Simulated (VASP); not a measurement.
# ZnCu (Pm-3m) in VASP: single point with PBEsol

Aim: the single point of ZnCu with PBEsol.

Everything below comes from runs of VASP 6.6.1. Logs are shortened: lines on timing, memory, paths and dates and some standing lists are left out, and cuts for length are marked.

**1. The cell of the first run**

It takes space group Pm-3m (No. 221, cubic). The conventional cell has a = 2.818 Å, b = 2.818 Å, c = 2.818 Å, α = 90.00°, β = 90.00°, γ = 90.00°. Zn (site symmetry m-3m) has 8 Cu at 2.44 Å and 6 Zn at 2.82 Å within 3.2 Å. Cu (site symmetry m-3m) has 8 Zn at 2.44 Å and 6 Cu at 2.82 Å within 3.2 Å.

**2. Single point, PBEsol (11.19 Å³/atom)**

File INCAR:

```
PREC = Accurate
ENCUT = 820
EDIFF = 1E-6
ISMEAR = 0
SIGMA = 0.1
LREAL = False
LASPH = True
NELM = 120
ALGO = Normal
ISIF = 2
LWAVE = False
LCHARG = False
GGA = PS
NBANDS = 22
GGA_COMPAT = False
```

File KPOINTS:

```
Automatic mesh
0
Gamma
  14 14 14
```

File POSCAR:

```
ZnCu
1.0
    2.8178869517      0.0000000000      0.0000000000
    0.0000000000      2.8178869517      0.0000000000
    0.0000000000      0.0000000000      2.8178869517
Zn Cu
1 1
Direct
    0.5000000000      0.5000000000      0.5000000000
    0.0000000000      0.0000000000      0.0000000000
```

Potentials or basis: VASP PAW PBE potentials, release 64 (Zn, Cu_sv_GW).

On the command line:

```bash
$ cat potpaw_PBE.64/Zn/POTCAR potpaw_PBE.64/Cu_sv_GW/POTCAR > POTCAR
$ mpirun -np 1 vasp_std > vasp.out
```

OUTCAR:

```text
PREC = Accurate
   ENCUT = 820
   EDIFF = 1E-6
   ISMEAR = 0
   LREAL = False
   LASPH = True
   NELM = 120
   ISIF = 2
   GGA = PS

 ion  position               nearest neighbor table
   1  0.500  0.500  0.500-   2 2.44   2 2.44   2 2.44   2 2.44   2 2.44   2 2.44   2 2.44   2 2.44

   2  0.000  0.000  0.000-   1 2.44   1 2.44   1 2.44   1 2.44   1 2.44   1 2.44   1 2.44   1 2.44

  LATTYP: Found a simple cubic cell.
 ALAT       =     2.8178869517

  Lattice vectors:

 A1 = (   2.8178869517,   0.0000000000,   0.0000000000)
 A2 = (   0.0000000000,   2.8178869517,   0.0000000000)
 A3 = (   0.0000000000,   0.0000000000,   2.8178869517)

Analysis of symmetry for initial positions (statically):
=====================================================================
 Subroutine PRICEL returns:
 Original cell was already a primitive cell.

 Routine SETGRP: Setting up the symmetry group for a
 simple cubic supercell.

 Subroutine GETGRP returns: Found 48 space group operations
 (whereof 48 operations were pure point group operations)
 out of a pool of 48 trial point group operations.

The static configuration has the point symmetry O_h .

Analysis of symmetry for dynamics (positions and initial velocities):
=====================================================================
 Subroutine PRICEL returns:
 Original cell was already a primitive cell.

 Routine SETGRP: Setting up the symmetry group for a
 simple cubic supercell.

 Subroutine GETGRP returns: Found 48 space group operations
 (whereof 48 operations were pure point group operations)
 out of a pool of 48 trial point group operations.

The dynamic configuration has the point symmetry O_h .

 Subroutine INISYM returns: Found 48 space group operations
 (whereof 48 operations are pure point group operations),
 and found     1 'primitive' translations

----------------------------------------------------------------------------------------

                                     Primitive cell

  volume of cell :      22.3754

  direct lattice vectors                    reciprocal lattice vectors
     2.817886952  0.000000000  0.000000000     0.354875840  0.000000000  0.000000000
     0.000000000  2.817886952  0.000000000     0.000000000  0.354875840  0.000000000
     0.000000000  0.000000000  2.817886952     0.000000000  0.000000000  0.354875840

  length of vectors
     2.817886952  2.817886952  2.817886952     0.354875840  0.354875840  0.354875840

  position of ions in fractional coordinates (direct lattice)
     0.500000000  0.500000000  0.500000000
     0.000000000  0.000000000  0.000000000

  ion indices of the primitive-cell ions
   primitive index   ion index
                 1           1
                 2           2

----------------------------------------------------------------------------------------

 KPOINTS: Automatic mesh

Automatic generation of k-mesh.
 Grid dimensions read from file:
 generate k-points for:   14   14   14

 Generating k-lattice:

  Cartesian coordinates                     Fractional coordinates (reciprocal lattice)
     0.025348274  0.000000000  0.000000000     0.071428571  0.000000000  0.000000000
     0.000000000  0.025348274  0.000000000     0.000000000  0.071428571  0.000000000
     0.000000000  0.000000000  0.025348274     0.000000000  0.000000000  0.071428571

  Length of vectors
     0.025348274  0.025348274  0.025348274

  Shift w.r.t. Gamma in fractional coordinates (k-lattice)
     0.000000000  0.000000000  0.000000000

 Subroutine IBZKPT returns following result:
 ===========================================

 Found    120 irreducible k-points:

 Following reciprocal coordinates:
            Coordinates               Weight
  0.000000  0.000000  0.000000      1.000000
  0.071429  0.000000  0.000000      6.000000
  0.142857  0.000000  0.000000      6.000000
  0.214286  0.000000  0.000000      6.000000
  0.285714  0.000000  0.000000      6.000000
  0.357143  0.000000  0.000000      6.000000
[... 16 lines left out ...]
  0.285714  0.214286  0.000000     24.000000
  0.357143  0.214286  0.000000     24.000000
 [... further k-points ...]
   k-points           NKPTS =    120   k-points in BZ     NKDIM =    120   number of bands    NBANDS=     22
   number of dos      NEDOS =    301   number of ions     NIONS =      2
   total plane-waves  NPLWV =  21952
   dimension x,y,z NGX =    28 NGY =   28 NGZ =   28
   dimension x,y,z NGXF=    56 NGYF=   56 NGZF=   56
   ions per type =               1   1
   NGX,Y,Z   is equivalent  to a cutoff of  16.52, 16.52, 16.52 a.u.
   NGXF,Y,Z  is equivalent  to a cutoff of  33.04, 33.04, 33.04 a.u.
 SYSTEM =  unknown system
   PREC   = accura    normal or accurate (medium, high low for compatibility)
   ISTART =      0    job   : 0-new  1-cont  2-samecut
   ICHARG =      2    charge: 1-file 2-atom 10-const
   ISPIN  =      1    spin polarized calculation?
   LNONCOLLINEAR =      F non collinear calculations
   LSORBIT =      F    spin-orbit coupling
   LASPH  =      T    aspherical Exc in radial PAW
   ENCUT  =  820.0 eV  60.27 Ry    7.76 a.u.   6.58  6.58  6.58*2*pi/ulx,y,z
   NELM   =    120;   NELMIN=  2; NELMDL= -5     # of ELM steps
   EDIFF  = 0.1E-05   stopping-criterion for ELM
   LREAL  =      F    real-space projection
[... 7 lines left out ...]
   TEBEG  =    0.0;   TEEND  =   0.0 temperature during run
   PSTRESS=    0.0 pullay stress
   NELECT =      31.0000    total number of electrons
   NUPDOWN=      -1.0000    fix difference up-down
   EMIN   =  10.00;   EMAX   =-10.00  energy-range for DOS
   EFERMI =   0.00;   METHOD = LEGACY
   ISMEAR =     0;   SIGMA  =   0.10  broadening in eV -4-tet -1-fermi 0-gaus
   EFERMI_NEDOS =   21; number of points for ismear=-14 and -15
   IALGO  =     38    algorithm
   IMIX   =      4    mixing-type and parameters
     AMIX     =   0.40;   BMIX     =  1.00
     AMIX_MAG =   1.60;   BMIX_MAG =  1.00
  volume/ion in A,a.u.               =      11.19        75.50
  Fermi-wavevector in a.u.,A,eV,Ry     =   1.825038  3.448821 45.317774  3.330762
  Thomas-Fermi vector in A             =   2.880645
   LORBIT       =      0    0 simple, 1 ext, 2 COOP (PROOUT), +10 PAW based schemes
   GGA     = PS    functional components
   LHFCALC =     F    Hartree Fock is set to
   AEXX    =    0.0000 exact exchange contribution
   IVDW    =     0    specifies the selected vdW correction
   LEPSILON=     F    determine dielectric tensor
   LRPA    =     F    only Hartree local field effects (RPA)
 non-spin polarized calculation
 Gauss-broadening in eV      SIGMA  =   0.10
  energy-cutoff  :      820.00
  volume of cell :       22.38
 maximum number of plane-waves:      1222
 NGX is ok and might be reduce to    28
   NGX = 13   NGY = 13   NGZ = 13

 number of electron      30.9999985 magnetization

 Free energy of the ion-electron system (eV)
  ---------------------------------------------------
  ext. energy  EPLUGINS =         0.00000000
  ---------------------------------------------------
  free energy    TOTEN  =        -6.06139913 eV

  energy without entropy =       -6.05986462  energy(sigma->0) =       -6.06063188

 E-fermi :   6.7503     XC(G=0): -13.6680

 val. band max:        6.6393467282   @ k =   0.3571   0.2143   0.1429
 cond. band min:       6.7644235570   @ k =   0.4286   0.3571   0.2143
 fundamental gap:      0.1250768288
 Fermi energy:         6.7502932131

 k-point     1 :       0.0000    0.0000    0.0000
  band No.  band energies     occupation
      1    -106.2876      2.00000
      2     -63.8078      2.00000
      3     -63.8078      2.00000
      4     -63.8078      2.00000
      5      -4.7657      2.00000
      6      -1.6349      2.00000
[... 14 lines left out ...]
     21      21.1791      0.00000
     22      31.4812      0.00000

 k-point     2 :       0.0714    0.0000    0.0000
  band No.  band energies     occupation
      1    -106.2875      2.00000
      2     -63.8087      2.00000
      3     -63.8077      2.00000
      4     -63.8077      2.00000
      5      -4.6640      2.00000
      6      -1.6186      2.00000
[... 14 lines left out ...]
     21      21.6762      0.00000
     22      30.4051      0.00000

 k-point     3 :       0.1429    0.0000    0.0000
  band No.  band energies     occupation
      1    -106.2872      2.00000
      2     -63.8111      2.00000
      3     -63.8074      2.00000
      4     -63.8074      2.00000
      5      -4.3623      2.00000
      6      -1.5723      2.00000
[... 14 lines left out ...]
     21      23.5037      0.00000
     22      28.6256      0.00000

 k-point     4 :       0.2143    0.0000    0.0000
  band No.  band energies     occupation
      1    -106.2870      2.00000
      2     -63.8147      2.00000
      3     -63.8072      2.00000
      4     -63.8072      2.00000
      5      -3.8727      2.00000
      6      -1.5037      2.00000
[... 14 lines left out ...]
     21      26.1930      0.00000
     22      26.9042      0.00000

 k-point     5 :       0.2857    0.0000    0.0000
  band No.  band energies     occupation
      1    -106.2868      2.00000
      2     -63.8187      2.00000
      3     -63.8069      2.00000
      4     -63.8069      2.00000
      5      -3.2254      2.00000
      6      -1.4252      2.00000
[... 417 lines left out ...]
 k-point    22 :       0.2143    0.2143    0.0000
  band No.  band energies     occupation
      1    -106.2866      2.00000
      2     -63.8144      2.00000
      3     -63.8142      2.00000
      4     -63.8066      2.00000
      5      -3.0608      2.00000
      6      -1.4038      2.00000
[... 14 lines left out ...]
     21      25.6144      0.00000
     22      26.9592      0.00000

 k-point    23 :       0.2857    0.2143    0.0000
  band No.  band energies     occupation
      1    -106.2864      2.00000
      2     -63.8182      2.00000
      3     -63.8140      2.00000
      4     -63.8063      2.00000
      5      -2.5236      2.00000
      6      -1.3741      2.00000
[... 14 lines left out ...]
     21      25.8709      0.00000
     22      25.9201      0.00000

 k-point    24 :       0.3571    0.2143    0.0000
  band No.  band energies     occupation
      1    -106.2862      2.00000
      2     -63.8218      2.00000
      3     -63.8136      2.00000
      4     -63.8061      2.00000
      5      -2.0202      2.00000
      6      -1.3733      2.00000
[... 14 lines left out ...]
     21      24.0576      0.00000
     22      24.7512      0.00000

 [... further k-points ...]
[... 5 lines left out ...]
  --------------------------------------------------------------------------------------
  -------------------------------------------------------------------------------------
  Total        2.2332220      2.2332220      2.2332220      0.0000000     -0.0000000      0.0000000
  in kB      159.9085843    159.9085843    159.9085843      0.0000000     -0.0000000      0.0000000
  external PRESSURE =     159.9085843 kB  Pullay stress =       0.0000000 kB

 VOLUME and BASIS-vectors are now :
 -----------------------------------------------------------------------------
  energy-cutoff  :      820.00
  volume of cell :       22.38
      direct lattice vectors                 reciprocal lattice vectors
     2.817886952  0.000000000  0.000000000     0.354875840  0.000000000  0.000000000
     0.000000000  2.817886952  0.000000000     0.000000000  0.354875840  0.000000000
     0.000000000  0.000000000  2.817886952     0.000000000  0.000000000  0.354875840

 POSITION                                       TOTAL-FORCE (eV/Angst)
 -----------------------------------------------------------------------------------
      1.40894      1.40894      1.40894         0.000000      0.000000      0.000000
      0.00000      0.00000      0.00000         0.000000      0.000000      0.000000
 -----------------------------------------------------------------------------------
    total drift:                                0.000000      0.000000      0.000000

  FREE ENERGIE OF THE ION-ELECTRON SYSTEM (eV)
  ---------------------------------------------------
  free  energy   TOTEN  =        -6.0613991314 eV

  energy  without entropy=       -6.0598646204  energy(sigma->0) =       -6.06063188
```

Wall time 61 s (1 thread of AMD EPYC 9R45 (Zen 5), shared host); peak memory 0.25 GiB.

What came out:

```
Free energy            : -6.0614 eV
Pressure               : 16.0 GPa
Band gap on the k mesh : zero (an odd number of electrons rules out a gap without spin polarisation)
```

Caveat: the cell stands under pressure; the PAW data sets were made with another functional, which shifts forces and pressure a little.

The gap in the log of VASP goes by the Fermi energy; the results here count the filled bands.